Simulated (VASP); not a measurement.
# Pd (Fm-3m) in VASP: a series of runs

Pd is run at these levels: PBEsol; tasks: single point.

Program: VASP 6.6.1. These are calculated values, not measurements. Logs are shortened: lines on timing, memory, paths and dates and some standing lists are left out, and cuts for length are marked.

**1. The cell of the first run**

The structure is cubic, space group Fm-3m (No. 225). The conventional cell has a = 3.814 Å, b = 3.814 Å, c = 3.814 Å, α = 90.00°, β = 90.00°, γ = 90.00°. Within 3.6 Å of Pd (site symmetry m-3m) lie 12 Pd at 2.70 Å.

**2. Single point, PBEsol**

Contents of INCAR:

```
SYSTEM = Pd
PREC = Accurate
ENCUT = 520
EDIFF = 1E-7
ISMEAR = 1
SIGMA = 0.15
LREAL = .False.
LASPH = .True.
NELM = 80
ALGO = Normal
ISIF = 2
LWAVE = .False.
LCHARG = .True.
GGA = PS
LELF = .True.
LVHAR = .True.
NBANDS = 11
```

Contents of KPOINTS:

```
Automatic mesh
0
Gamma
  10 10 10
  0 0 0
```

Contents of POSCAR:

```
Pd
1.0
    0.0000000000      1.9067643606      1.9067643606
    1.9067643606      0.0000000000      1.9067643606
    1.9067643606      1.9067643606      0.0000000000
Pd
1
Direct
    0.0000000000      0.0000000000      0.0000000000
```

Potentials or basis: VASP PAW PBE potentials, release 64 (Pd).

Command:

```
$ cat potpaw_PBE.64/Pd/POTCAR > POTCAR
$ mpirun -np 1 vasp_std > vasp.out
```

OUTCAR:

```text
SYSTEM = Pd
   PREC = Accurate
   ENCUT = 520
   EDIFF = 1E-7
   ISMEAR = 1
   LREAL = .False.
   LASPH = .True.
   NELM = 80
   ISIF = 2
   GGA = PS

 ion  position               nearest neighbor table
   1  0.000  0.000  0.000-

  LATTYP: Found a face centered cubic cell.
 ALAT       =     3.8135287212

  Lattice vectors:

 A1 = (   0.0000000000,   1.9067643606,   1.9067643606)
 A2 = (   1.9067643606,   0.0000000000,   1.9067643606)
 A3 = (   1.9067643606,   1.9067643606,   0.0000000000)

Analysis of symmetry for initial positions (statically):
=====================================================================
 Subroutine PRICEL returns:
 Original cell was already a primitive cell.

 Routine SETGRP: Setting up the symmetry group for a
 face centered cubic supercell.

 Subroutine GETGRP returns: Found 48 space group operations
[... 9 lines left out ...]

 Routine SETGRP: Setting up the symmetry group for a
 face centered cubic supercell.

 Subroutine GETGRP returns: Found 48 space group operations
[... 11 lines left out ...]
                                     Primitive cell

  volume of cell :      13.8650

  direct lattice vectors                    reciprocal lattice vectors
     0.000000000  1.906764361  1.906764361    -0.262224326  0.262224326  0.262224326
     1.906764361  0.000000000  1.906764361     0.262224326 -0.262224326  0.262224326
     1.906764361  1.906764361  0.000000000     0.262224326  0.262224326 -0.262224326

  length of vectors
     2.696572019  2.696572019  2.696572019     0.454185856  0.454185856  0.454185856

  position of ions in fractional coordinates (direct lattice)
     0.000000000  0.000000000  0.000000000

  ion indices of the primitive-cell ions
   primitive index   ion index
                 1           1

----------------------------------------------------------------------------------------

 KPOINTS: Automatic mesh

Automatic generation of k-mesh.
 Grid dimensions read from file:
 generate k-points for:   10   10   10

 Generating k-lattice:

  Cartesian coordinates                     Fractional coordinates (reciprocal lattice)
    -0.026222433  0.026222433  0.026222433     0.100000000  0.000000000  0.000000000
     0.026222433 -0.026222433  0.026222433     0.000000000  0.100000000  0.000000000
     0.026222433  0.026222433 -0.026222433     0.000000000  0.000000000  0.100000000

  Length of vectors
     0.045418586  0.045418586  0.045418586

  Shift w.r.t. Gamma in fractional coordinates (k-lattice)
     0.000000000  0.000000000  0.000000000

 Subroutine IBZKPT returns following result:
 ===========================================

 Found     47 irreducible k-points:

 Following reciprocal coordinates:
            Coordinates               Weight
  0.000000  0.000000  0.000000      1.000000
  0.100000  0.000000  0.000000      8.000000
  0.200000  0.000000  0.000000      8.000000
  0.300000  0.000000  0.000000      8.000000
  0.400000  0.000000  0.000000      8.000000
  0.500000  0.000000  0.000000      4.000000
[... 16 lines left out ...]
  0.300000  0.300000  0.000000      6.000000
  0.400000  0.300000  0.000000     24.000000
 [... further k-points ...]
   k-points           NKPTS =     47   k-points in BZ     NKDIM =     47   number of bands    NBANDS=     11
   number of dos      NEDOS =    301   number of ions     NIONS =      1
   total plane-waves  NPLWV =   8000
   dimension x,y,z NGX =    20 NGY =   20 NGZ =   20
   dimension x,y,z NGXF=    40 NGYF=   40 NGZF=   40
   ions per type =               1
   NGX,Y,Z   is equivalent  to a cutoff of  12.33, 12.33, 12.33 a.u.
   NGXF,Y,Z  is equivalent  to a cutoff of  24.66, 24.66, 24.66 a.u.
 SYSTEM =  Pd
   PREC   = accura    normal or accurate (medium, high low for compatibility)
   ISTART =      0    job   : 0-new  1-cont  2-samecut
   ICHARG =      2    charge: 1-file 2-atom 10-const
   ISPIN  =      1    spin polarized calculation?
   LNONCOLLINEAR =      F non collinear calculations
   LSORBIT =      F    spin-orbit coupling
   LASPH  =      T    aspherical Exc in radial PAW
   ENCUT  =  520.0 eV  38.22 Ry    6.18 a.u.   5.01  5.01  5.01*2*pi/ulx,y,z
   NELM   =     80;   NELMIN=  2; NELMDL= -5     # of ELM steps
   EDIFF  = 0.1E-06   stopping-criterion for ELM
   LREAL  =      F    real-space projection
   EDIFFG = 0.1E-05   stopping-criterion for IOM
   NSW    =      0    number of steps for IOM
   IBRION =     -1    ionic relax: 0-MD 1-quasi-New 2-CG
   NFREE  =      0    steps in history (QN), initial steepest desc. (CG)
   ISIF   =      2    stress and relaxation
   ISYM   =      2    0-nonsym 1-usesym 2-fastsym
   POTIM  = 0.5000    time-step for ionic-motion
   TEBEG  =    0.0;   TEEND  =   0.0 temperature during run
   PSTRESS=    0.0 pullay stress
   NELECT =      10.0000    total number of electrons
   NUPDOWN=      -1.0000    fix difference up-down
   EMIN   =  10.00;   EMAX   =-10.00  energy-range for DOS
   EFERMI =   0.00;   METHOD = LEGACY
   ISMEAR =     1;   SIGMA  =   0.15  broadening in eV -4-tet -1-fermi 0-gaus
   EFERMI_NEDOS =   21; number of points for ismear=-14 and -15
   IALGO  =     38    algorithm
   IMIX   =      4    mixing-type and parameters
     AMIX     =   0.40;   BMIX     =  1.00
     AMIX_MAG =   1.60;   BMIX_MAG =  1.00
  volume/ion in A,a.u.               =      13.87        93.57
  Fermi-wavevector in a.u.,A,eV,Ry     =   1.468141  2.774384 29.326520  2.155438
  Thomas-Fermi vector in A             =   2.583674
   LORBIT       =      0    0 simple, 1 ext, 2 COOP (PROOUT), +10 PAW based schemes
   GGA     = PS    functional components
   LHFCALC =     F    Hartree Fock is set to
   AEXX    =    0.0000 exact exchange contribution
   IVDW    =     0    specifies the selected vdW correction
   LEPSILON=     F    determine dielectric tensor
   LRPA    =     F    only Hartree local field effects (RPA)
 non-spin polarized calculation
 Methfessel and Paxton  Order N= 1 SIGMA  =   0.15
  energy-cutoff  :      520.00
  volume of cell :       13.87
 maximum number of plane-waves:       388
   NGX =  9   NGY =  9   NGZ =  9

 number of electron      10.0000004 magnetization

 Free energy of the ion-electron system (eV)
  ---------------------------------------------------
  ext. energy  EPLUGINS =         0.00000000
  ---------------------------------------------------
  free energy    TOTEN  =        -5.95286641 eV

  energy without entropy =       -5.95407034  energy(sigma->0) =       -5.95326772

 E-fermi :  10.7301     XC(G=0): -13.7664

 val. band max:       10.7245265650   @ k =   0.5000   0.1000   0.0000
 cond. band min:      10.7739343502   @ k =   0.5000   0.2000   0.0000
 fundamental gap:      0.0494077852
 Fermi energy:        10.7300933497

 k-point     1 :       0.0000    0.0000    0.0000
  band No.  band energies     occupation
      1       2.9706      2.00000
      2       7.5646      2.00000
      3       7.5646      2.00000
      4       7.5646      2.00000
      5       9.3698      2.00000
      6       9.3698      2.00000
      7      27.8404      0.00000
      8      32.9672      0.00000
      9      32.9672      0.00000
     10      32.9672      0.00000
     11      36.6066      0.00000

 k-point     2 :       0.1000    0.0000    0.0000
  band No.  band energies     occupation
      1       3.3478      2.00000
      2       7.4298      2.00000
      3       7.6948      2.00000
      4       7.6948      2.00000
      5       9.3099      2.00000
      6       9.3100      2.00000
      7      28.2590      0.00000
      8      30.9767      0.00000
      9      33.4414      0.00000
     10      33.4414      0.00000
     11      36.6509      0.00000

 k-point     3 :       0.2000    0.0000    0.0000
  band No.  band energies     occupation
      1       4.2903      2.00000
      2       7.2923      2.00000
      3       7.8942      2.00000
      4       7.8942      2.00000
      5       9.3415      2.00000
      6       9.3415      2.00000
      7      27.4070      0.00000
      8      29.1917      0.00000
      9      34.6171      0.00000
     10      34.6171      0.00000
     11      36.6578      0.00000

 k-point     4 :       0.3000    0.0000    0.0000
  band No.  band energies     occupation
      1       4.9540      2.00000
      2       7.8078      2.00000
      3       7.8078      2.00000
      4       8.1034      2.00000
      5       9.8151      2.00000
      6       9.8151      2.00000
      7      23.8607      0.00000
      8      28.6046      0.00000
      9      34.8055      0.00000
     10      34.8055      0.00000
     11      37.0970      0.00000

 k-point     5 :       0.4000    0.0000    0.0000
  band No.  band energies     occupation
      1       4.9354      2.00000
      2       7.6012      2.00000
      3       7.6012      2.00000
      4      10.1186      2.00000
      5      10.4320      2.01666
      6      10.4320      2.01666
      7      20.3457      0.00000
      8      27.6097      0.00000
      9      33.0732      0.00000
     10      33.0732      0.00000
     11      36.6345      0.00000
[... 211 lines left out ...]
 k-point    21 :      -0.3000    0.2000    0.0000
  band No.  band energies     occupation
      1       6.0122      2.00000
      2       7.0945      2.00000
      3       7.6049      2.00000
      4       8.3900      2.00000
      5       9.5568      2.00000
      6      13.1071     -0.00000
      7      22.1870      0.00000
      8      25.7406      0.00000
      9      30.3388      0.00000
     10      33.2753      0.00000
     11      36.5765      0.00000

 k-point    22 :      -0.2000    0.2000    0.0000
  band No.  band energies     occupation
      1       5.8964      2.00000
      2       6.7684      2.00000
      3       7.6468      2.00000
      4       8.5867      2.00000
      5       8.7549      2.00000
      6      11.3992     -0.00000
      7      25.4795      0.00000
      8      26.5377      0.00000
      9      31.6145      0.00000
     10      34.1739      0.00000
     11      35.9118      0.00000

 k-point    23 :       0.3000    0.3000    0.0000
  band No.  band energies     occupation
      1       5.3815      2.00000
      2       5.8120      2.00000
      3       9.3955      2.00000
      4       9.5244      2.00000
      5       9.5244      2.00000
      6      10.1998      2.00001
      7      27.8145      0.00000
      8      27.8145      0.00000
      9      28.2343      0.00000
     10      31.6592      0.00000
     11      33.6795      0.00000

 k-point    24 :       0.4000    0.3000    0.0000
  band No.  band energies     occupation
      1       5.3600      2.00000
      2       5.6555      2.00000
      3       9.0862      2.00000
      4       9.6610      2.00000
      5      10.6331      1.87992
      6      11.7511     -0.00000
      7      24.8022      0.00000
      8      26.5314      0.00000
      9      26.7506      0.00000
     10      32.2476      0.00000
     11      34.6420      0.00000

 [... further k-points ...]
[... 5 lines left out ...]
  --------------------------------------------------------------------------------------
  -------------------------------------------------------------------------------------
  Total        0.9189169      0.9189169      0.9189169      0.0000000     -0.0000000     -0.0000000
  in kB      106.1856336    106.1856336    106.1856336      0.0000000     -0.0000000     -0.0000000
  external PRESSURE =     106.1856336 kB  Pullay stress =       0.0000000 kB

 VOLUME and BASIS-vectors are now :
 -----------------------------------------------------------------------------
  energy-cutoff  :      520.00
  volume of cell :       13.87
      direct lattice vectors                 reciprocal lattice vectors
     0.000000000  1.906764361  1.906764361    -0.262224326  0.262224326  0.262224326
     1.906764361  0.000000000  1.906764361     0.262224326 -0.262224326  0.262224326
     1.906764361  1.906764361  0.000000000     0.262224326  0.262224326 -0.262224326

 POSITION                                       TOTAL-FORCE (eV/Angst)
 -----------------------------------------------------------------------------------
      0.00000      0.00000      0.00000         0.000000     -0.000000      0.000000
 -----------------------------------------------------------------------------------
    total drift:                               -0.000000     -0.000000     -0.000000

  FREE ENERGIE OF THE ION-ELECTRON SYSTEM (eV)
  ---------------------------------------------------
  free  energy   TOTEN  =        -5.9528664105 eV

  energy  without entropy=       -5.9540703378  energy(sigma->0) =       -5.95326772
```

Run time: 5.3 s. Hardware: 1 thread of AMD EPYC 7R13 (Zen 3), shared host; peak memory 0.09 GiB.

What came out:

```
Free energy            : -5.9529 eV
Pressure               : 10.6 GPa
Band gap on the k mesh : zero (band 5 reaches 11.06 eV, above the bottom of band 6 at 9.31 eV)
```

Levels at points of the mesh, in eV from the Fermi level:
| k point | band 2 | band 3 | band 4 | band 5 | band 6 | band 7 | band 8 | band 9 |
| --- | --- | --- | --- | --- | --- | --- | --- | --- |
| (0.00, 0.00, 0.00) | -3.17 | -3.17 | -3.17 | -1.36 | -1.36 | 17.11 | 22.24 | 22.24 |
| (0.50, 0.00, 0.00) | -3.22 | -3.22 | -0.02 | -0.02 | 0.76 | 7.76 | 16.48 | 21.59 |
| (0.50, 0.50, 0.00) | -5.68 | -0.05 | 0.33 | 0.33 | 3.22 | 11.36 | 13.43 | 13.43 |

Caveat: the PAW data sets were made with another functional, which shifts forces and pressure a little.

**3. Single point, PBEsol**

This run uses another cell than the first one, of 14.16 Å³/atom, 1.021 times its volume.

Contents of INCAR:

```
PREC = Accurate
ENCUT = 520
EDIFF = 1E-7
ISMEAR = 1
SIGMA = 0.15
LREAL = F
LASPH = T
NELM = 100
ALGO = Normal
ISIF = 2
LWAVE = F
LCHARG = T
GGA = PS
LELF = T
LVHAR = T
NBANDS = 11
```

Contents of KPOINTS:

```
Automatic mesh
0
Gamma
  10 10 10
```

Contents of POSCAR:

```
Pd
1.0
    0.0000000000      1.9201927211      1.9201927211
    1.9201927211      0.0000000000      1.9201927211
    1.9201927211      1.9201927211      0.0000000000
Pd
1
Direct
    0.0000000000      0.0000000000      0.0000000000
```

Potentials or basis: VASP PAW PBE potentials, release 64 (Pd).

Command:

```
$ cat potpaw_PBE.64/Pd/POTCAR > POTCAR
$ mpirun -np 1 vasp_std > vasp.out
```

Wall time 5.3 s (1 thread of AMD EPYC 7R13 (Zen 3), shared host); peak memory 0.1 GiB.

Results (log left out):

```yaml
Free_energy: -5.9677 eV
Pressure: 5.4 GPa
Band_gap_on_the_k_mesh: zero (band 5 reaches 10.66 eV, above the bottom of band 6 at 8.98 eV)
```

Levels at points of the mesh, in eV from the Fermi level:
| k point | band 2 | band 3 | band 4 | band 5 | band 6 | band 7 | band 8 | band 9 |
| --- | --- | --- | --- | --- | --- | --- | --- | --- |
| (0.00, 0.00, 0.00) | -3.06 | -3.06 | -3.06 | -1.31 | -1.31 | 17.12 | 22.12 | 22.12 |
| (0.50, 0.00, 0.00) | -3.11 | -3.11 | -0.02 | -0.02 | 0.81 | 7.59 | 16.48 | 21.39 |
| (0.50, 0.50, 0.00) | -5.49 | -0.05 | 0.31 | 0.31 | 3.23 | 11.13 | 13.32 | 13.32 |

Caveat: the PAW data sets were made with another functional, which shifts forces and pressure a little.
